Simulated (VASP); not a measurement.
Write the native input for VASP 6.6.1 that does the following.

```yaml
Task: single point
Functional: PBE
Potentials_or_basis: VASP PAW PBE potentials, release 64 (Al, B, N)
Cutoff: 520 eV
k_mesh: 4 × 4 × 2
Occupations: gaussian, width 0.1 eV
Spin: no spin polarisation
Dipole_correction: no
Further_INCAR_settings: ALGO = Normal; EDIFF = 1e-06; NBANDS = 34
```

The structure of Al3BN2 lies in POSCAR:

```
Al3BN2
1.0
    4.3822176134      0.0000000000      0.0000000000
    1.1090790399      4.4582083523      0.0000000000
    0.2816961227      2.2753772155      8.9711765952
Al B N
6 2 4
Direct
    0.4912968850      0.9704492483      0.8048046644
    0.5639785043      0.0074861135      0.2338470859
    0.9287190233      0.4439943437      0.4874577218
    0.3977557774      0.4502987954      0.9981301567
    0.5121546176      0.0201175533      0.5055424289
    0.9631658925      0.0155176438      0.9829906889
    0.1717525899      0.5865313842      0.7411558888
    0.8390700062      0.4325225958      0.2263120217
    0.1738838393      0.3172009565      0.8506949090
    0.7663938109      0.2324248179      0.3515553832
    0.3077091878      0.8056478502      0.6595968987
    0.8841198658      0.7178086971      0.1579121520
```

One way to write it, as run:

INCAR

```
SYSTEM = Al3BN2
PREC = Accurate
ENCUT = 520
EDIFF = 1E-6
ISMEAR = 0
SIGMA = 0.1
LREAL = .FALSE.
LASPH = .TRUE.
NELM = 100
ALGO = Normal
ISIF = 2
LWAVE = .FALSE.
LCHARG = .FALSE.
GGA = PE
NBANDS = 34
```

KPOINTS

```
Automatic mesh
0
G
  4 4 2
  0 0 0
```

Potentials or basis: VASP PAW PBE potentials, release 64 (Al, B, N).

Run with:

```sh
$ cat potpaw_PBE.64/Al/POTCAR potpaw_PBE.64/B/POTCAR potpaw_PBE.64/N/POTCAR > POTCAR
$ mpirun -np 1 vasp_std > vasp.out
```

Results of the run:

| Item | Value |
| --- | --- |
| Pressure | 0.3 GPa |
| Largest force | 0.634 eV/Å |
| Band gap on the k mesh | zero (bands 22 and 23 overlap by 0.25 eV) |

Caveat: the k points lie up to 0.37 Å⁻¹ apart; semilocal functionals underestimate gaps, so a narrow gap can read as zero.

It took 96 s on 1 thread of AMD EPYC 9R45 (Zen 5), on a shared host, peak memory 0.28 GiB.
